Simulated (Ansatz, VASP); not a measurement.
## Two plane-wave programs on CS2

Contents of INCAR:

```
SYSTEM = CS2
ALGO = Normal ; EDIFF = 1E-6
ENCUT = 520 ; GGA = PE
ISIF = 2 ; ISMEAR = -1
LASPH = .TRUE. ; LCHARG = .FALSE.
LREAL = .FALSE. ; LWAVE = .FALSE.
NBANDS = 25 ; NELM = 80
PREC = Accurate ; SIGMA = 0.05
```

The input KPOINTS:

```
k-points
0
G
  6 6 3
  0 0 0
```

The input POSCAR:

```
CS2
1.0
    3.6457880000     -2.9943140000      0.0000000000
    3.6457880000      2.9943140000      0.0000000000
    0.0000000000      0.0000000000      9.8512570000
S C
4 2
Direct
    0.1815210000      0.8184790000      0.8868670000
    0.3184790000      0.6815210000      0.3868670000
    0.6815210000      0.3184790000      0.6131330000
    0.8184790000      0.1815210000      0.1131330000
    0.5000000000      0.5000000000      0.5000000000
    0.0000000000      0.0000000000      0.0000000000
```

Contents of input.yaml:

```yaml
crystal:
  lattice:
    - [3.645788, -2.994314, 0.0]
    - [3.645788, 2.994314, 0.0]
    - [0.0, 0.0, 9.851257]
  atoms:
    - { symbol: S, position: [0.181521, 0.818479, 0.886867] }
    - { symbol: S, position: [0.318479, 0.681521, 0.386867] }
    - { symbol: S, position: [0.681521, 0.318479, 0.613133] }
    - { symbol: S, position: [0.818479, 0.181521, 0.113133] }
    - { symbol: C, position: [0.5, 0.5, 0.5] }
    - { symbol: C, position: [0.0, 0.0, 0.0] }
hamiltonian:
  xc: pbe
  pseudopotentials: { kind: paw }
kpoints:
  mp_grid: { grid: [6, 6, 3] }
  band_path:
    path:
      - [[0.0, 0.0, 0.0], [0.4186366119, -0.4186366119, 0.0], [0.0, -0.5, 0.0], [0.0, -0.5, -0.5], [0.4186366119, -0.4186366119, -0.5], [0.0, 0.0, -0.5], [0.0, 0.0, 0.0], [-0.5, -0.5, 0.0], [-0.4186366119, -0.5813633881, 0.0], [-0.4186366119, -0.5813633881, -0.5], [-0.5, -0.5, -0.5], [-0.5, -0.5, 0.0]]
      - [[0.0, 0.0, -0.5], [-0.5, -0.5, -0.5]]
    npoints: 14
scf:
  occupations: { method: fermi_dirac, width: 0.05 }
  n_extra_bands: 15
output:
  forces: true
  stress: true
  eigenvalues: true
  fatbands: false
```

Alike in both runs: functional PBE; k mesh 6 × 6 × 3; occupations fermi-dirac, width 0.05 eV; no spin polarisation.

```csv
,VASP,Ansatz
version,VASP 6.6.1,Ansatz 0.2.0
potentials or method,"VASP PAW PBE potentials, release 64 (S, C)",Ansatz PAW
plane-wave cutoff (eV),520,420
valence electrons in the cell,32,32
task,single point,band structure
```

```csv
,VASP,Ansatz,Ansatz less VASP
gap on the k mesh at the Fermi level (eV),3.43,3.41,-0.018
least direct gap on the mesh (eV),3.43,3.41,-0.018
pressure (GPa),0.0,0.4,+0.43
"traceless stress, the component that is largest in VASP (GPa)",0.00,-0.40,-0.397
rms of the force components (eV/Å),0.001,0.121,+0.1198
```

Atom by atom the forces differ by 0.120 eV/Å (rms over components). One of these differences is far larger than is usual between the two programs; its cause wasn't traced. The functional is the same, so the differences come from potentials, cutoffs and numerics.
